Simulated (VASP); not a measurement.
## BN: relaxation of the atoms with PBE

Crystal: BN.

```
CELL_PARAMETERS angstrom
2.49824 0.00000 0.00000
-1.24912 2.16354 0.00000
0.00000 0.00000 6.63570
ATOMIC_POSITIONS crystal
B 0.33333 0.66667 0.25000
B 0.66667 0.33333 0.75000
N 0.33333 0.66667 0.75000
N 0.66667 0.33333 0.25000
```

* Program: VASP 6.6.1
* Task: relaxation of the atoms
* Functional: PBE
* Potentials or basis: VASP PAW PBE potentials, release 64 (B, N)
* Cutoff: 520 eV
* k mesh: 14 × 14 × 5
* Occupations: fermi-dirac, width 0.02 eV
* Spin: no spin polarisation
* Dipole correction: no
* Further INCAR settings: ALGO = Normal; EDIFF = 1e-06; IBRION = 2; EDIFFG = -0.02; NSW = 80

```
Pressure after relaxing : 5.2 GPa
Band gap on the k mesh  : 4.26 eV, indirect (least direct gap 4.70 eV)
```

Stress tensor (GPa, compression positive):
```
6.30 0.00 0.00
0.00 6.30 0.00
0.00 0.00 2.86
```

Final structure:
```
B N
1.0
     2.49824    0.00000    0.00000
    -1.24912    2.16354    0.00000
     0.00000    0.00000    6.63570
B N
2 2
Cartesian
  0.0000 1.4424 1.6589
  1.2491 0.7212 4.9768
  0.0000 1.4424 4.9768
  1.2491 0.7212 1.6589
```

Levels at points of the mesh, in eV from the valence-band top:
```csv
k point,band 6,band 7,band 8,band 9,band 10,band 11
"(0.00, 0.00, 0.00)",-1.35,-1.31,-1.31,5.24,10.32,11.58
"(0.50, 0.00, 0.00)",-4.12,-1.47,-0.46,4.26,5.64,9.57
```

Run time: 50 s on 1 thread of AMD EPYC 7R13 Processor (Zen 3), with other jobs on the host, peak memory 0.13 GiB.

Caveat: the relaxation stopped at its first step, so nothing moved; this functional lacks dispersion, which binds the layers, so the pressure and a relaxed spacing across them are unreliable. A k mesh can miss the band edges.
